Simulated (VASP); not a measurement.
Si, 2 atoms in the cell. Symmetry: I4_1/amd, No. 141, tetragonal system. The conventional cell has a = 3.850 Å, b = 3.850 Å, c = 5.308 Å, α = 90.00°, β = 90.00°, γ = 90.00°. Si (site symmetry -4m2) has 4 Si at 2.34 Å within 3.1 Å. 

| Item | Value |
| --- | --- |
| Program | VASP 6.6.1 |
| Task | G0W0 quasiparticle levels |
| Functional | PBE |
| Potentials or basis | VASP PAW PBE potentials, release 64 (Si_GW) |
| Cutoff | 500 eV |
| k mesh | 4 × 4 × 4 |
| Occupations | gaussian, width 0.01 eV |
| Spin | no spin polarisation |
| Dipole correction | no |
| GW scheme | G0W0 |
| GW iterations | 1 |
| Cutoff of the response function | 150 |
| Frequency points | 96 |
| Empty bands | 164 |
| Further INCAR settings | ALGO = EVGW0; EDIFF = 1e-08; NBANDS = 168 |

Potentials or basis: VASP PAW PBE potentials, release 64 (Si_GW).

The run is started by

```console
$ cat potpaw_PBE.64/Si_GW/POTCAR > POTCAR
$ cp INCAR.step1 INCAR
$ mpirun -np 1 vasp_std > vasp.out
$ cp INCAR.step2 INCAR
$ mpirun -np 1 vasp_std > vasp.out
$ cp INCAR.step3 INCAR
$ mpirun -np 1 vasp_std > vasp.out
```

Hardware: 1 thread of Intel(R) Xeon(R) 6975P-C (Granite Rapids) (shared host).

Problem. How long does it take, and how much memory?

Solution. Wall time 95 s on 1 thread of Intel(R) Xeon(R) 6975P-C (Granite Rapids) (shared host), peak memory 0.45 GiB. Counts: k points 13.
